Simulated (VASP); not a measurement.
Here is a VASP 6.6.1 calculation.

Contents of POSCAR:

```
Te2Mo
1.0
    3.5624185427      0.0000000000      0.0000000000
   -1.7812092714      3.0851449569      0.0000000000
    0.0000000000      0.0000000000     31.5632657400
Te Mo
6 3
Direct
    0.0000000000      0.0000000000      0.0567620800
    0.3333333333      0.6666666667      0.2889862200
    0.3333333333      0.6666666667      0.8244042500
    0.3333333333      0.6666666667      0.1755957500
    0.3333333333      0.6666666667      0.7110137800
    0.0000000000      0.0000000000      0.9432379200
    0.3333333333      0.6666666667      0.0000000000
    0.0000000000      0.0000000000      0.2323060100
    0.0000000000      0.0000000000      0.7676939900
```

The input INCAR.step1:

```
PREC = Accurate ; ENCUT = 520
ISMEAR = -1 ; SIGMA = 0.05
LREAL = F ; LASPH = T
NELM = 60 ; NBANDS = 49
GGA = PE ; ALGO = Normal
EDIFF = 1E-4 ; LWAVE = T
LCHARG = F
```

The input INCAR.step2:

```
PREC = Accurate ; ENCUT = 520
EDIFF = 1E-7 ; ISMEAR = -1
SIGMA = 0.05 ; LREAL = F
LASPH = T ; NELM = 60
ALGO = Normal ; ISIF = 2
LWAVE = F ; LCHARG = T
METAGGA = R2SCAN ; LMIXTAU = T
LELF = T ; LVHAR = T
NBANDS = 49 ; ISTART = 1
```

KPOINTS

```
regular mesh
0
Gamma
  7 7 1
```

Potentials or basis: VASP PAW PBE potentials, release 64 (Te, Mo_sv).

Command:

```bash
$ cat potpaw_PBE.64/Te/POTCAR potpaw_PBE.64/Mo_sv/POTCAR > POTCAR
$ cp INCAR.step1 INCAR
$ mpirun -np 1 vasp_std > vasp.out
$ cp INCAR.step2 INCAR
$ mpirun -np 1 vasp_std > vasp.out
```

(1) Predict the largest force.

(2) Estimate the band gap on the k mesh.

## Answers

(1) 0.024 eV/Å.

(2) 1.24 eV (least direct gap 1.39 eV).

Caveat: the PAW data sets were made with another functional, which shifts forces and pressure a little; spin-orbit coupling is left out, which moves the levels of the heavy elements.
